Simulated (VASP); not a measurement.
Runs of VASP 6.6.1 on Ru. The structure is that of space group P6_3/mmc (No. 194), or close to it. The cells are those of the table. 

| task | potentials or basis | cell | k mesh | cutoff (eV) | smearing | second run | gap on the mesh (eV) | pressure (GPa) | relaxed volume (Å³/atom) |
| --- | --- | --- | --- | --- | --- | --- | --- | --- | --- |
| single point | VASP PAW LDA potentials, release 64 (Ru_sv) | a = 2.674, b = 2.674, c = 4.226 Å, angles 90.0, 90.0, 120.0°, 2 atoms | 18 × 18 × 10 | 600 | gaussian 0.1 eV | valence_matched | none | 0.7 | - |
| relaxation of cell and atoms | VASP PAW LDA potentials, release 64 (Ru_pv) | relaxed from a = 2.674, b = 2.674, c = 4.226 Å, angles 90.0, 90.0, 120.0°, 2 atoms | 18 × 18 × 10 | 600 | fermi-dirac 0.15 eV | - | none | 0.0 | 13.14 |
| single point | VASP PAW LDA potentials, release 64 (Ru_pv) | a = 2.676, b = 2.676, c = 4.226 Å, angles 90.0, 90.0, 120.0°, 2 atoms | 18 × 18 × 10 | 520 | fermi-dirac 0.15 eV | - | none | 1.0 | - |
| single point | VASP PAW LDA potentials, release 64 (Ru_pv) | a = 2.706, b = 2.706, c = 4.282 Å, angles 90.0, 90.0, 120.0°, 2 atoms | 9 × 9 × 4 | 520 | gaussian 0.1 eV | - | none | -11.3 | - |
| single point | VASP PAW LDA potentials, release 64 (Ru_pv) | a = 2.674, b = 2.674, c = 4.226 Å, angles 90.0, 90.0, 120.0°, 2 atoms | 18 × 18 × 10 | 520 | gaussian 0.1 eV | - | none | 1.0 | - |
| single point | VASP PAW LDA potentials, release 64 (Ru_pv) | a = 2.673, b = 2.673, c = 4.228 Å, angles 90.0, 90.0, 120.0°, 2 atoms | 9 × 9 × 6 | 520 | gaussian 0.1 eV | - | none | 1.0 | - |
| single point | VASP PAW LDA potentials, release 64 (Ru_pv) | a = 2.674, b = 4.226 Å, angles 90.0, 60.0, 90.0°, 2 atoms | 13 × 8 × 15 | 520 | gaussian 0.1 eV | - | none | (a) | - |
| relaxation of cell and atoms | VASP PAW LDA potentials, release 64 (Ru_pv) | relaxed from a = 2.706, b = 2.706, c = 4.282 Å, angles 90.0, 90.0, 120.0°, 2 atoms | 9 × 9 × 6 | 600 | gaussian 0.1 eV | - | none | -0.1 | (b) |

Alike in all rows: level LDA; no spin polarisation.

Q: Fill in the values left out.

A: (a) 0.9; (b) 13.12.

Caveats: some runs use coarse meshes.

A k mesh can miss the band edges, and the runs leave out spin-orbit coupling on Ru.

A gap of «none» marks levels without a gap at the run's occupations.

The runs don't all hold the same shells in valence.
